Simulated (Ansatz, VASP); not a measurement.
Two plane-wave programs on Gd

The input INCAR:

```
SYSTEM = Gd
  PREC = Accurate
  ENCUT = 520
  EDIFF = 1E-6
  ISMEAR = -1
  SIGMA = 0.05
  LREAL = .FALSE.
  LASPH = .TRUE.
  NELM = 150
  ALGO = Normal
  ISIF = 2
  LWAVE = .FALSE.
  LCHARG = .FALSE.
  ISPIN = 2
  MAGMOM = 3.5
  LORBIT = 11
  NUPDOWN = 3.5
  LMAXMIX = 6
  GGA = PE
  NBANDS = 19
```

KPOINTS

```
Automatic mesh
0
G
  8 8 8
  0 0 0
```

File POSCAR:

```
Gd
1.0
    0.0000000000      2.5858190855      2.5858190855
    2.5858190855      0.0000000000      2.5858190855
    2.5858190855      2.5858190855      0.0000000000
Gd
1
Direct
    0.0000000000      0.0000000000      0.0000000000
```

Contents of input.yaml:

```yaml
crystal:
  lattice:
    - [0.0, 2.5858190855, 2.5858190855]
    - [2.5858190855, 0.0, 2.5858190855]
    - [2.5858190855, 2.5858190855, 0.0]
  atoms:
    - { symbol: Gd, position: [0.0, 0.0, 0.0], spin: 3.5 }
hamiltonian:
  xc: pbe
  pseudopotentials: { kind: paw }
magnetization:
  spin_polarized: true
  initial_magnetization: 3.5
  spin_locking: { lock_magnetization: hard }
kpoints:
  mp_grid: { grid: [8, 8, 8] }
scf:
  occupations: { method: fermi_dirac, width: 0.05 }
  lower_state_search: "off"
output:
  forces: true
  stress: true
  eigenvalues: true
```

Alike in both runs: task single point; functional PBE; k mesh 8 × 8 × 8; occupations fermi-dirac, width 0.05 eV; collinear spin; fixed moment 3.5 μB.

```csv
,VASP,Ansatz
version,VASP 6.6.1,Ansatz 0.2.0
potentials or method,"VASP PAW PBE potentials, release 64 (Gd)",Ansatz PAW
plane-wave cutoff (eV),520,420
valence electrons in the cell,18,18
```

VASP gave:

```
pressure (GPa)                                                : 4.2
net moment per atom (μB)                                      : 3.50
size of the moment on the site where the two differ most (μB) : 5.10
```

Problem. Estimate Ansatz's values.

Solution. Pressure (GPa): 4.2; net moment per atom (μB): 3.50; size of the moment on the site where the two differ most (μB): 4.55.

Site moments also hang on the region over which each program counts them.

Neither program's run includes spin-orbit coupling.
